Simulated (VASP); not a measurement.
Si (a cell with a defect), 17 atoms in the cell. The cell holds a defect, 17 atoms: a = 7.679 Å, b = 7.679 Å, c = 7.679 Å, α = 60.00°, β = 60.00°, γ = 60.00°. 

```yaml
Program: VASP 6.6.1
Task: relaxation of the atoms
Functional: PBE
Potentials_or_basis: VASP PAW PBE potentials, release 64 (Si)
Cutoff: 520 eV
k_mesh: 2 × 2 × 2
Occupations: gaussian, width 0.02 eV
Spin: no spin polarisation
Dipole_correction: no
Further_INCAR_settings: LREAL = Auto; ALGO = Normal; EDIFF = 1e-07; IBRION = 2; EDIFFG = -0.03; NSW = 80
```

Potentials or basis: VASP PAW PBE potentials, release 64 (Si).

Launch:

```bash
$ cat potpaw_PBE.64/Si/POTCAR > POTCAR
$ mpirun -np 1 vasp_std > vasp.out
```

Hardware: 1 thread of Intel(R) Xeon(R) Platinum 8259CL CPU @ 2.50GHz (Skylake/Cascade Lake) (shared host).

Problem. How long does it take, and how much memory?

Solution. Run time: 12 min on 1 thread of Intel(R) Xeon(R) Platinum 8259CL CPU @ 2.50GHz (Skylake/Cascade Lake), on a shared host, peak memory 0.54 GiB. Counts: scf iterations 62, k points 8, ion steps 8.
